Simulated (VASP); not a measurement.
Input of a VASP 6.6.1 run:

INCAR

```
SYSTEM = Cu3Mo
PREC = Accurate
ENCUT = 600
EDIFF = 1E-6
ISMEAR = 0
SIGMA = 0.1
LREAL = .False.
LASPH = .True.
NELM = 80
ALGO = Fast
ISIF = 3
LWAVE = .False.
LCHARG = .False.
GGA = PE
IBRION = 2
NSW = 90
EDIFFG = -0.04
```

The input KPOINTS:

```
Automatic mesh
0
Gamma
  6 6 2
  0 0 0
```

Contents of POSCAR:

```
Cu3Mo
1.0
    2.7988949800      0.0000000000      0.0000000000
   -1.3994474900      2.4239141600      0.0000000000
    0.0000000000      0.0000000000      8.7190305400
Cu Mo
3 1
Direct
    0.0000000000      0.0000000000      0.0000000000
    0.6666666700      0.3333333300      0.7616215300
    0.6666666700      0.3333333300      0.2383784700
    0.0000000000      0.0000000000      0.5000000000
```

Potentials or basis: VASP PAW PBE potentials, release 64 (Cu, Mo_sv).

The run is started by

```bash
$ cat potpaw_PBE.64/Cu/POTCAR potpaw_PBE.64/Mo_sv/POTCAR > POTCAR
$ mpirun -np 1 vasp_std > vasp.out
```

Question: Estimate the band gap on the k mesh.

Answer: Zero (an odd number of electrons rules out a gap without spin polarisation).

Question: Estimate the relaxed volume.

Answer: 13.18 Å³/atom.

Question: Estimate the relaxed cell.

Answer: a = 2.641 Å, b = 2.641 Å, c = 8.731 Å, α = 90.00°, β = 90.00°, γ = 120.00°.

Forces on the atoms (eV/Å):
```
Cu   0.000  0.000  0.000
Cu   0.000  0.000 -0.039
Cu   0.000  0.000  0.039
Mo   0.000  0.000  0.000
```

Caveat: the k points lie up to 0.46 Å⁻¹ apart in the final cell, too coarse for converged energies and pressures of a metal.
